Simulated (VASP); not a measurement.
The system is MoAu.

```xyz
8
Lattice="5.0235 0.0000 0.0000 0.0000 5.0235 0.0000 0.0000 0.0000 5.0235" Properties=species:S:1:pos:R:3 pbc="T T T"
Au    0.7535    0.7535    0.7535
Au    1.7582    4.2699    3.2652
Au    3.2652    1.7582    4.2699
Au    4.2699    3.2652    1.7582
Mo    4.2398    4.2398    4.2398
Mo    3.2954    0.7837    1.7281
Mo    1.7281    3.2954    0.7837
Mo    0.7837    1.7281    3.2954
```

```yaml
Program: VASP 6.6.1
Task: relaxation of the atoms
Functional: PBE
Potentials_or_basis: VASP PAW PBE potentials, release 64 (Au, Mo_sv)
Cutoff: 520 eV
k_mesh: 7 × 7 × 7
Occupations: fermi-dirac, width 0.1 eV
Spin: no spin polarisation
```

At the start: pressure 17.5 GPa; volume 15.85 Å³/atom.

Task: How do energy, volume and symmetry change on relaxing?

Result: Over 3 steps the energy falls by 7.8 meV/atom at a fixed cell; space group P2_13 (No. 198, to 0.1 Å) before and after.

The path:
| step | energy change (eV) | largest force (eV/Å) | pressure (GPa) |
| --- | --- | --- | --- |
| 1 | 0.0000 | 0.6637 | 17.51 |
| 2 | -0.0626 | 0.0404 | 17.37 |
| 3 | -0.0628 | 0.0219 | 17.37 |

Final structure:
```
Au Mo
1.0
     5.02346    0.00000    0.00000
     0.00000    5.02346    0.00000
     0.00000    0.00000    5.02346
Au Mo
4 4
Direct
  0.15249 0.15249 0.15249
  0.34751 0.84751 0.65249
  0.65249 0.34751 0.84751
  0.84751 0.65249 0.34751
  0.84786 0.84786 0.84786
  0.65214 0.15214 0.34786
  0.34786 0.65214 0.15214
  0.15214 0.34786 0.65214
```
